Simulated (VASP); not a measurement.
# AlCo (Pm-3m) in VASP: settings compared, part 2 of 2

VASP 6.6.1.

## Step 4: Relaxation of cell and atoms, r2SCAN, collinear spin, ferromagnetic start

The input, POSCAR:

```
AlCo
1.0
    2.8194030000      0.0000000000      0.0000000000
    0.0000000000      2.8194030000      0.0000000000
    0.0000000000      0.0000000000      2.8194030000
Al Co
1 1
Direct
    0.0000000000      0.0000000000      0.0000000000
    0.5000000000      0.5000000000      0.5000000000
```

The input, INCAR.step1:

```
SYSTEM = AlCo
PREC = Accurate ; ENCUT = 600
ISMEAR = -1 ; SIGMA = 0.05
LREAL = .False. ; LASPH = .True.
NELM = 150 ; ISPIN = 2
MAGMOM = 0 2.5 ; LMAXMIX = 4
GGA = PE ; ALGO = Normal
EDIFF = 1E-4 ; LWAVE = .True.
LCHARG = .False.
```

The input, INCAR.step2:

```
SYSTEM = AlCo
PREC = Accurate ; ENCUT = 600
EDIFF = 1E-7 ; ISMEAR = -1
SIGMA = 0.05 ; LREAL = .False.
LASPH = .True. ; NELM = 150
ALGO = Normal ; ISIF = 3
LWAVE = .False. ; LCHARG = .False.
ISPIN = 2 ; MAGMOM = 0 2.5
LORBIT = 11 ; LMAXMIX = 4
METAGGA = R2SCAN ; LMIXTAU = .True.
IBRION = 2 ; NSW = 80
EDIFFG = -0.01 ; ISTART = 1
```

The input, KPOINTS:

```
regular mesh
0
Gamma
  10 10 10
  0 0 0
```

Potentials or basis: VASP PAW PBE potentials, release 64 (Al, Co).

The run is started by

```sh
$ cat potpaw_PBE.64/Al/POTCAR potpaw_PBE.64/Co/POTCAR > POTCAR
$ cp INCAR.step1 INCAR
$ mpirun -np 1 vasp_std > vasp.out
$ cp INCAR.step2 INCAR
$ mpirun -np 1 vasp_std > vasp.out
```

OUTCAR:

```text
SYSTEM = AlCo
   PREC = Accurate
   ENCUT = 600
   EDIFF = 1E-7
   ISMEAR = -1
   LREAL = .False.
   LASPH = .True.
   NELM = 150
   ISIF = 3
   ISPIN = 2
   LORBIT = 11
   METAGGA = R2SCAN
   IBRION = 2
   NSW = 80
   EDIFFG = -0.01
   ISTART = 1

 ion  position               nearest neighbor table
   1  0.000  0.000  0.000-   2 2.44   2 2.44   2 2.44   2 2.44   2 2.44   2 2.44   2 2.44   2 2.44

   2  0.500  0.500  0.500-   1 2.44   1 2.44   1 2.44   1 2.44   1 2.44   1 2.44   1 2.44   1 2.44

  LATTYP: Found a simple cubic cell.
 ALAT       =     2.8194030000

  Lattice vectors:

 A1 = (   2.8194030000,   0.0000000000,   0.0000000000)
 A2 = (   0.0000000000,   2.8194030000,   0.0000000000)
 A3 = (   0.0000000000,   0.0000000000,   2.8194030000)

Analysis of symmetry for initial positions (statically):
=====================================================================
 Subroutine PRICEL returns:
 Original cell was already a primitive cell.

 Routine SETGRP: Setting up the symmetry group for a
 simple cubic supercell.

 Subroutine GETGRP returns: Found 48 space group operations
 (whereof 48 operations were pure point group operations)
 out of a pool of 48 trial point group operations.

The static configuration has the point symmetry O_h .

Analysis of symmetry for dynamics (positions and initial velocities):
=====================================================================
 Subroutine PRICEL returns:
 Original cell was already a primitive cell.

 Routine SETGRP: Setting up the symmetry group for a
 simple cubic supercell.

[... 249 lines left out ...]
  energy without entropy =      -21.07831248  energy(sigma->0) =      -21.08097632

 E-fermi :  10.9532     XC(G=0): -13.4158

 val. band max:       10.9144291711   @ k =   0.5000   0.4000   0.1000
 cond. band min:      11.0509089394   @ k =   0.5000   0.3000   0.0000
 fundamental gap:      0.1364797683
 Fermi energy:        10.9531503191

 spin component 1

 k-point     1 :       0.0000    0.0000    0.0000
  band No.  band energies     occupation
      1      -1.0208      1.00000
      2       7.7130      1.00000
      3       7.7130      1.00000
      4       9.8041      1.00000
      5       9.8041      1.00000
      6       9.8041      1.00000
      7      17.3884      0.00000
      8      17.3884      0.00000
      9      17.3884      0.00000
     10      20.0335      0.00000
     11      20.0335      0.00000
[... 310 lines left out ...]
  band No.  band energies     occupation
      1       1.1469      1.00000
      2       6.9213      1.00000
      3       8.1385      1.00000
      4       9.0360      1.00000
      5       9.1424      1.00000
      6       9.6881      1.00000
      7      12.1726      0.00000
      8      17.2551      0.00000
      9      18.4725      0.00000
     10      22.1944      0.00000
     11      25.5694      0.00000

 [... further k-points ...]

 spin component 2

 k-point     1 :       0.0000    0.0000    0.0000
  band No.  band energies     occupation
      1      -1.0205      1.00000
      2       7.7116      1.00000
      3       7.7116      1.00000
      4       9.8037      1.00000
      5       9.8037      1.00000
      6       9.8037      1.00000
      7      17.3886      0.00000
      8      17.3886      0.00000
      9      17.3886      0.00000
     10      20.0331      0.00000
     11      20.0331      0.00000
[... 351 lines left out ...]
  FREE ENERGIE OF THE ION-ELECTRON SYSTEM (eV)
  ---------------------------------------------------
  free  energy   TOTEN  =       -21.0836401600 eV

  energy  without entropy=      -21.0783124762  energy(sigma->0) =      -21.08097632

 reached required accuracy - stopping structural energy minimisation

 total charge

# of ion       s       p       d       tot
------------------------------------------
    1        0.396   0.454   0.000   0.850
    2        0.467   0.572   7.513   8.552
--------------------------------------------------
tot          0.862   1.026   7.513   9.401

 magnetization (x)

# of ion       s       p       d       tot
------------------------------------------
    1        0.000   0.000   0.000   0.000
    2        0.000   0.000  -0.001  -0.001
--------------------------------------------------
tot          0.000   0.000  -0.001  -0.001
```

OUTCAR.step1:

```text
SYSTEM = AlCo
   PREC = Accurate
   ENCUT = 600
   ISMEAR = -1
   LREAL = .False.
   LASPH = .True.
[... 915 lines left out ...]
      0.00000      0.00000      0.00000         0.000000      0.000000      0.000000
      1.40970      1.40970      1.40970         0.000000      0.000000      0.000000
 -----------------------------------------------------------------------------------
    total drift:                                0.000000      0.000000     -0.000000

  FREE ENERGIE OF THE ION-ELECTRON SYSTEM (eV)
  ---------------------------------------------------
  free  energy   TOTEN  =       -11.9778972350 eV

  energy  without entropy=      -11.9721029917  energy(sigma->0) =      -11.97500011
```

Run time: 81 s. Hardware: 1 thread of Intel Xeon 6975P-C (Granite Rapids), shared host; peak memory 0.18 GiB.

What came out:

| Property | Result |
| --- | --- |
| Free energy | -21.0836 eV |
| Relaxed volume | 11.23 Å³/atom |
| Relaxed cell | a = 2.822 Å, b = 2.822 Å, c = 2.822 Å, α = 90.00°, β = 90.00°, γ = 90.00° |
| Space group after relaxing (to 0.1 Å) | Pm-3m (No. 221) |
| Energy gained by relaxing | 0.0 meV/atom |
| Ionic steps | 3 |
| Pressure after relaxing | 0.0 GPa |
| Band gap on the k mesh | zero (filled and empty bands overlap) |
| Net moment | 0.00 μB per cell |
| Valence electrons inside the program's atomic spheres | Al 0.85; Co 8.55 |

Final structure:
```
Al Co
1.0
     2.82150    0.00000    0.00000
     0.00000    2.82150    0.00000
     0.00000    0.00000    2.82150
Al Co
1 1
Direct
  0.00000 0.00000 0.00000
  0.50000 0.50000 0.50000
```

Caveat: the moments typed at the start vanished in this run; the PAW data sets were made with another functional, which shifts forces and pressure a little.

The gap in the log of VASP goes by the Fermi energy; the results here count the filled bands.